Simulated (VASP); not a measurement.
Set up this calculation in VASP 6.6.1, as the native input.

```
Task                   : single point
Functional             : PBE
Potentials or basis    : VASP PAW PBE potentials, release 64 (In_d, O)
Cutoff                 : 520 eV
k mesh                 : 12 × 12 × 6
Occupations            : gaussian, width 0.1 eV
Spin                   : no spin polarisation
Dipole correction      : no
Further INCAR settings : ALGO = Normal; EDIFF = 1e-06; NBANDS = 34
```

The structure of In3O2 lies in POSCAR:

```
In3O2
1.0
    3.6910065762      0.0000000000      0.0000000000
   -1.8455032881      3.1965054605      0.0000000000
    0.0000000000      0.0000000000      7.9139597554
In O
3 2
Direct
    0.0000000000      0.0000000000      0.0000000000
    0.3333333333      0.6666666667      0.6833743478
    0.6666666667      0.3333333333      0.3166256522
    0.3333333333      0.6666666667      0.3885307170
    0.6666666667      0.3333333333      0.6114692830
```

The input as run:

INCAR

```
SYSTEM = In3O2
ALGO     = Normal         ! electronic algorithm
EDIFF    = 1E-6           ! SCF threshold, eV
ENCUT    = 520            ! plane-wave cutoff, eV
GGA      = PE             ! functional
ISIF     = 2              ! what is computed and relaxed
ISMEAR   = 0              ! smearing method
LASPH    = .TRUE.         ! aspherical terms in the spheres
LCHARG   = .TRUE.         ! write CHGCAR
LELF     = .TRUE.         ! ELF
LREAL    = .FALSE.        ! projectors in reciprocal space
LVHAR    = .TRUE.       
LWAVE    = .FALSE.        ! write WAVECAR
NBANDS   = 34             ! bands
NELM     = 100            ! most SCF steps
PREC     = Accurate       ! precision mode
SIGMA    = 0.1            ! smearing width, eV
```

KPOINTS

```
k-points
0
G
  12 12 6
  0 0 0
```

Potentials or basis: VASP PAW PBE potentials, release 64 (In_d, O).

Command:

```bash
$ cat potpaw_PBE.64/In_d/POTCAR potpaw_PBE.64/O/POTCAR > POTCAR
$ mpirun -np 1 vasp_std > vasp.out
```

Results of the run:

```
Pressure               : 0.2 GPa
Largest force          : 0.031 eV/Å
Band gap on the k mesh : zero (an odd number of electrons rules out a gap without spin polarisation)
```

Caveat: spin-orbit coupling is left out, which moves the levels of the heavy elements.

It took 5 min on 1 thread of Intel(R) Xeon(R) Platinum 8488C (Sapphire Rapids), on a shared host, peak memory 0.37 GiB.
